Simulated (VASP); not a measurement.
# TiB2 (P6/mmm) in VASP: relaxation of cell and atoms with LDA

Aim: the relaxation of cell and atoms of TiB2 with LDA.

All numbers are computed with VASP 6.6.1; they aren't measurements. Logs are shortened: lines on timing, memory, paths and dates and some standing lists are left out, and cuts for length are marked.

### 1 The cell of the first run

It takes space group P6/mmm (No. 191, hexagonal). Conventional cell: a = 2.994 Å, b = 2.994 Å, c = 3.160 Å, α = 90.00°, β = 90.00°, γ = 120.00°. Within 3.2 Å of Ti (site symmetry 6/mmm) lie 12 B at 2.34 Å and 8 Ti at 2.99 to 3.16 Å. B (site symmetry -6m2) has 3 B at 1.73 Å and 6 Ti at 2.34 Å within 2.4 Å.

### 2 Relaxation of cell and atoms, LDA

Input file INCAR:

```
SYSTEM = TiB2
  PREC = Accurate
  ENCUT = 600
  EDIFF = 1E-6
  ISMEAR = -1
  SIGMA = 0.15
  LREAL = .False.
  LASPH = .True.
  NELM = 100
  ALGO = Normal
  ISIF = 3
  LWAVE = .False.
  LCHARG = .False.
  IBRION = 2
  NSW = 80
  EDIFFG = -0.001
```

Input file KPOINTS:

```
regular mesh
0
Gamma
  18 18 14
  0 0 0
```

Input file POSCAR:

```
TiB2
1.0
    2.9936880098      0.0000000000      0.0000000000
   -1.4968440049      2.5926098675      0.0000000000
    0.0000000000      0.0000000000      3.1601725222
Ti B
1 2
Direct
    0.0000000000      0.0000000000      0.0000000000
    0.3333333333      0.6666666667      0.5000000000
    0.6666666667      0.3333333333      0.5000000000
```

Potentials or basis: VASP PAW LDA potentials, release 64 (Ti_sv, B).

Launch:

```
> cat potpaw_LDA.64/Ti_sv/POTCAR potpaw_LDA.64/B/POTCAR > POTCAR
> mpirun -np 1 vasp_std > vasp.out
```

OUTCAR:

```text
SYSTEM = TiB2
   PREC = Accurate
   ENCUT = 600
   EDIFF = 1E-6
   ISMEAR = -1
   LREAL = .False.
   LASPH = .True.
   NELM = 100
   ISIF = 3
   IBRION = 2
   NSW = 80
   EDIFFG = -0.001

 ion  position               nearest neighbor table
   1  0.000  0.000  0.000-   2 2.34   3 2.34   2 2.34   3 2.34   3 2.34   3 2.34   2 2.34   2 2.34
                             3 2.34   3 2.34   2 2.34   2 2.34
   2  0.333  0.667  0.500-   3 1.73   3 1.73   3 1.73   1 2.34   1 2.34   1 2.34   1 2.34   1 2.34
                             1 2.34
   3  0.667  0.333  0.500-   2 1.73   2 1.73   2 1.73   1 2.34   1 2.34   1 2.34   1 2.34   1 2.34
                             1 2.34

  LATTYP: Found a hexagonal cell.
 ALAT       =     2.9936880098
 C/A-ratio  =     1.0556118446

  Lattice vectors:

 A1 = (   2.9936880098,   0.0000000000,   0.0000000000)
 A2 = (  -1.4968440049,   2.5926098675,   0.0000000000)
 A3 = (   0.0000000000,   0.0000000000,   3.1601725222)

Analysis of symmetry for initial positions (statically):
=====================================================================
 Subroutine PRICEL returns:
 Original cell was already a primitive cell.

 Routine SETGRP: Setting up the symmetry group for a
 hexagonal supercell.

 Subroutine GETGRP returns: Found 24 space group operations
 (whereof 24 operations were pure point group operations)
 out of a pool of 24 trial point group operations.

The static configuration has the point symmetry D_6h.

Analysis of symmetry for dynamics (positions and initial velocities):
=====================================================================
 Subroutine PRICEL returns:
 Original cell was already a primitive cell.

 Routine SETGRP: Setting up the symmetry group for a
 hexagonal supercell.

 Subroutine GETGRP returns: Found 24 space group operations
 (whereof 24 operations were pure point group operations)
 out of a pool of 24 trial point group operations.

The dynamic configuration has the point symmetry D_6h.

 Subroutine INISYM returns: Found 24 space group operations
 (whereof 24 operations are pure point group operations),
 and found     1 'primitive' translations

----------------------------------------------------------------------------------------

                                     Primitive cell

  volume of cell :      24.5276

  direct lattice vectors                    reciprocal lattice vectors
     2.993688010  0.000000000  0.000000000     0.334036144  0.192855858  0.000000000
    -1.496844005  2.592609868  0.000000000     0.000000000  0.385711716  0.000000000
     0.000000000  0.000000000  3.160172522     0.000000000  0.000000000  0.316438420

  length of vectors
     2.993688010  2.993688010  3.160172522     0.385711716  0.385711716  0.316438420

  position of ions in fractional coordinates (direct lattice)
     0.000000000  0.000000000  0.000000000
     0.333333333  0.666666667  0.500000000
     0.666666667  0.333333333  0.500000000

  ion indices of the primitive-cell ions
   primitive index   ion index
                 1           1
                 2           2
                 3           3

----------------------------------------------------------------------------------------

 KPOINTS: regular mesh

Automatic generation of k-mesh.
 Grid dimensions read from file:
 generate k-points for:   18   18   14

 Generating k-lattice:

  Cartesian coordinates                     Fractional coordinates (reciprocal lattice)
     0.018557564  0.010714214  0.000000000     0.055555556  0.000000000  0.000000000
     0.000000000  0.021428429  0.000000000     0.000000000  0.055555556  0.000000000
     0.000000000  0.000000000  0.022602744     0.000000000  0.000000000  0.071428571

  Length of vectors
     0.021428429  0.021428429  0.022602744

  Shift w.r.t. Gamma in fractional coordinates (k-lattice)
     0.000000000  0.000000000  0.000000000

 Subroutine IBZKPT returns following result:
 ===========================================

 Found    296 irreducible k-points:

 Following reciprocal coordinates:
            Coordinates               Weight
  0.000000  0.000000  0.000000      1.000000
  0.055556  0.000000  0.000000      6.000000
  0.111111  0.000000  0.000000      6.000000
  0.166667 -0.000000  0.000000      6.000000
  0.222222 -0.000000  0.000000      6.000000
  0.277778  0.000000  0.000000      6.000000
[... 16 lines left out ...]
  0.333333  0.111111  0.000000     12.000000
  0.388889  0.111111  0.000000     12.000000
 [... further k-points ...]
   k-points           NKPTS =    296   k-points in BZ     NKDIM =    296   number of bands    NBANDS=     13
   number of dos      NEDOS =    301   number of ions     NIONS =      3
   total plane-waves  NPLWV =  16128
   dimension x,y,z NGX =    24 NGY =   24 NGZ =   28
   dimension x,y,z NGXF=    48 NGYF=   48 NGZF=   56
   ions per type =               1   2
   NGX,Y,Z   is equivalent  to a cutoff of  13.33, 13.33, 14.73 a.u.
   NGXF,Y,Z  is equivalent  to a cutoff of  26.66, 26.66, 29.46 a.u.
 SYSTEM =  TiB2
   PREC   = accura    normal or accurate (medium, high low for compatibility)
   ISTART =      0    job   : 0-new  1-cont  2-samecut
   ICHARG =      2    charge: 1-file 2-atom 10-const
   ISPIN  =      1    spin polarized calculation?
   LNONCOLLINEAR =      F non collinear calculations
   LSORBIT =      F    spin-orbit coupling
   LASPH  =      T    aspherical Exc in radial PAW
   ENCUT  =  600.0 eV  44.10 Ry    6.64 a.u.   5.98  5.98  6.31*2*pi/ulx,y,z
   NELM   =    100;   NELMIN=  2; NELMDL= -5     # of ELM steps
   EDIFF  = 0.1E-05   stopping-criterion for ELM
   LREAL  =      F    real-space projection
   EDIFFG = -.1E-02   stopping-criterion for IOM
   NSW    =     80    number of steps for IOM
   IBRION =      2    ionic relax: 0-MD 1-quasi-New 2-CG
   NFREE  =      1    steps in history (QN), initial steepest desc. (CG)
   ISIF   =      3    stress and relaxation
   ISYM   =      2    0-nonsym 1-usesym 2-fastsym
   POTIM  = 0.5000    time-step for ionic-motion
   TEBEG  =    0.0;   TEEND  =   0.0 temperature during run
   PSTRESS=    0.0 pullay stress
   NELECT =      18.0000    total number of electrons
   NUPDOWN=      -1.0000    fix difference up-down
   EMIN   =  10.00;   EMAX   =-10.00  energy-range for DOS
   EFERMI =   0.00;   METHOD = LEGACY
   ISMEAR =    -1;   SIGMA  =   0.15  broadening in eV -4-tet -1-fermi 0-gaus
   EFERMI_NEDOS =   21; number of points for ismear=-14 and -15
   IALGO  =     38    algorithm
   IMIX   =      4    mixing-type and parameters
     AMIX     =   0.40;   BMIX     =  1.00
     AMIX_MAG =   1.60;   BMIX_MAG =  1.00
  volume/ion in A,a.u.               =       8.18        55.17
  Fermi-wavevector in a.u.,A,eV,Ry     =   1.476661  2.790485 29.667884  2.180528
  Thomas-Fermi vector in A             =   2.591160
   LORBIT       =      0    0 simple, 1 ext, 2 COOP (PROOUT), +10 PAW based schemes
   GGA     = CA    functional components
   LHFCALC =     F    Hartree Fock is set to
   AEXX    =    0.0000 exact exchange contribution
   IVDW    =     0    specifies the selected vdW correction
   LEPSILON=     F    determine dielectric tensor
   LRPA    =     F    only Hartree local field effects (RPA)
 conjugate gradient relaxation of ions
 non-spin polarized calculation
  energy-cutoff  :      600.00
  volume of cell :       24.53
 maximum number of plane-waves:       840
 NGX is ok and might be reduce to    24
   NGX = 11   NGY = 11   NGZ = 13

--------------------------------------- Ionic step        1  -------------------------------------------

 number of electron      18.0000003 magnetization

 Free energy of the ion-electron system (eV)
  ---------------------------------------------------
  ext. energy  EPLUGINS =         0.00000000
  ---------------------------------------------------
  free energy    TOTEN  =       -26.93652235 eV

  energy without entropy =      -26.90774690  energy(sigma->0) =      -26.92213462

------------------------ aborting loop because EDIFF is reached ----------------------------------------

  FORCE on cell =-STRESS in cart. coord.  units (eV):
  Direction    XX          YY          ZZ          XY          YZ          ZX
  --------------------------------------------------------------------------------------
  -------------------------------------------------------------------------------------
  Total        0.1107909      0.1107909      0.0803532      0.0000000      0.0000000      0.0000000
  in kB        7.2370237      7.2370237      5.2487907      0.0000000      0.0000000      0.0000000
  external PRESSURE =       6.5742794 kB  Pullay stress =       0.0000000 kB

 VOLUME and BASIS-vectors are now :
 -----------------------------------------------------------------------------
  energy-cutoff  :      600.00
  volume of cell :       24.53
      direct lattice vectors                 reciprocal lattice vectors
     2.993688010  0.000000000  0.000000000     0.334036144  0.192855858  0.000000000
    -1.496844005  2.592609868  0.000000000     0.000000000  0.385711716  0.000000000
     0.000000000  0.000000000  3.160172522     0.000000000  0.000000000  0.316438420
[... 38 lines left out ...]
 POSITION                                       TOTAL-FORCE (eV/Angst)
 -----------------------------------------------------------------------------------
      2.99902      0.00000      0.00000        -0.000000     -0.000000     -0.000000
     -0.00000      1.73149      1.58213        -0.000000      0.000000      0.000000
      1.49951      0.86574      1.58213         0.000000     -0.000000     -0.000000
 -----------------------------------------------------------------------------------
    total drift:                                0.000000      0.000000     -0.000000

  FREE ENERGIE OF THE ION-ELECTRON SYSTEM (eV)
  ---------------------------------------------------
  free  energy   TOTEN  =       -26.9364861056 eV

  energy  without entropy=      -26.9074754508  energy(sigma->0) =      -26.92198078

--------------------------------------- Ionic step        3  -------------------------------------------

 number of electron      18.0000003 magnetization

 Free energy of the ion-electron system (eV)
  ---------------------------------------------------
  ext. energy  EPLUGINS =         0.00000000
  ---------------------------------------------------
  free energy    TOTEN  =       -26.93663590 eV

  energy without entropy =      -26.90775233  energy(sigma->0) =      -26.92219412

 E-fermi :  10.3951     XC(G=0): -13.1603

 val. band max:       10.3924535938   @ k =   0.0556   0.0556   0.4286
 cond. band min:      10.4154532875   @ k =   0.3333   0.1667   0.0000
 fundamental gap:      0.0229996937
 Fermi energy:        10.3951437717

 k-point     1 :       0.0000    0.0000    0.0000
  band No.  band energies     occupation
      1     -45.7197      2.00000
      2     -22.4661      2.00000
      3     -22.1263      2.00000
      4     -22.1263      2.00000
      5      -3.1063      2.00000
      6       7.6568      2.00000
      7       7.6568      2.00000
      8       8.2096      2.00000
      9       8.2474      2.00000
     10      12.4126      0.00000
     11      12.4126      0.00000
     12      14.3079      0.00000
     13      14.3079      0.00000

 k-point     2 :       0.0556    0.0000    0.0000
  band No.  band energies     occupation
      1     -45.7177      2.00000
      2     -22.4636      2.00000
      3     -22.1411      2.00000
      4     -22.1296      2.00000
      5      -3.0452      2.00000
      6       7.4893      2.00000
      7       7.6504      2.00000
      8       8.1867      2.00000
      9       8.2398      2.00000
     10      12.3939      0.00000
     11      12.5296      0.00000
[... 339 lines left out ...]
 k-point    24 :       0.3889    0.1111    0.0000
  band No.  band energies     occupation
      1     -45.6523      2.00000
      2     -22.5721      2.00000
      3     -22.3837      2.00000
      4     -22.2677      2.00000
      5       0.4711      2.00000
      6       2.1045      2.00000
      7       5.8774      2.00000
      8       7.3061      2.00000
      9       9.2094      1.99926
     10      10.9496      0.04843
     11      12.8126      0.00000
     12      13.6408      0.00000
     13      15.0809      0.00000

 [... further k-points ...]

------------------------ aborting loop because EDIFF is reached ----------------------------------------

  FORCE on cell =-STRESS in cart. coord.  units (eV):
  Direction    XX          YY          ZZ          XY          YZ          ZX
  --------------------------------------------------------------------------------------
  -------------------------------------------------------------------------------------
  Total       -0.0014254     -0.0014254      0.0019550      0.0000000      0.0000000      0.0000000
  in kB       -0.0929037     -0.0929037      0.1274198      0.0000000      0.0000000      0.0000000
  external PRESSURE =      -0.0194626 kB  Pullay stress =       0.0000000 kB

 VOLUME and BASIS-vectors are now :
 -----------------------------------------------------------------------------
  energy-cutoff  :      600.00
  volume of cell :       24.58
      direct lattice vectors                 reciprocal lattice vectors
     2.996148798  0.000000000  0.000000000     0.333761795  0.192697462 -0.000000000
    -1.498074399  2.594740972  0.000000000     0.000000000  0.385394924 -0.000000000
     0.000000000  0.000000000  3.162056508     0.000000000  0.000000000  0.316249883

 POSITION                                       TOTAL-FORCE (eV/Angst)
 -----------------------------------------------------------------------------------
     -0.00000      0.00000      0.00000        -0.000000     -0.000000      0.000000
     -0.00000      1.72983      1.58103         0.000000     -0.000000     -0.000000
      1.49807      0.86491      1.58103        -0.000000      0.000000      0.000000
 -----------------------------------------------------------------------------------
    total drift:                               -0.000000      0.000000     -0.000000

  FREE ENERGIE OF THE ION-ELECTRON SYSTEM (eV)
  ---------------------------------------------------
  free  energy   TOTEN  =       -26.9366359023 eV

  energy  without entropy=      -26.9077523324  energy(sigma->0) =      -26.92219412

 reached required accuracy - stopping structural energy minimisation
```

Wall time 2 min (1 thread of Intel Xeon Platinum 8488C (Sapphire Rapids), shared host); peak memory 0.24 GiB.

Results:

- Free energy: -26.9366 eV
- Relaxed volume: 8.19 Å³/atom
- Relaxed cell: a = 2.996 Å, b = 2.996 Å, c = 3.162 Å, α = 90.00°, β = 90.00°, γ = 120.00°
- Space group after relaxing (to 0.1 Å): P6/mmm (No. 191)
- Energy gained by relaxing: 0.0 meV/atom
- Ionic steps: 3
- Pressure after relaxing: 0.0 GPa
- Band gap on the k mesh: zero (bands 9 and 10 overlap by 0.64 eV)

The path:
```tsv
step	energy change (eV)	largest force (eV/Å)	pressure (GPa)	volume (Å³)
1	0.0000	0.0000	0.66	24.53
2	0.0000	0.0000	-0.72	24.65
3	-0.0001	0.0000	0.00	24.58
```

Final structure:
```
CELL_PARAMETERS angstrom
2.99615 0.00000 0.00000
-1.49807 2.59474 0.00000
0.00000 0.00000 3.16206
ATOMIC_POSITIONS crystal
Ti 0.00000 0.00000 0.00000
B 0.33333 0.66667 0.50000
B 0.66667 0.33333 0.50000
```

Levels at points of the mesh, in eV from the Fermi level:
```
           k point  band 5  band 6  band 7  band 8  band 9  band 10  band 11  band 12  band 13
(0.00, 0.00, 0.00)  -13.50   -2.74   -2.74   -2.19   -2.15     2.02     2.02     3.91     3.91
(0.50, 0.00, 0.00)   -9.45   -9.10   -3.30   -3.26   -2.37     1.44     2.88     3.40     3.58
(0.00, 0.00, 0.50)  -11.39   -7.67   -0.56   -0.56   -0.24    -0.24     0.46     0.46     1.85
(0.50, 0.00, 0.50)   -9.76   -7.46   -4.80   -3.94   -3.06     2.70     3.09     4.88     4.89
```

The gap in the log of VASP goes by the Fermi energy; the results here count the filled bands.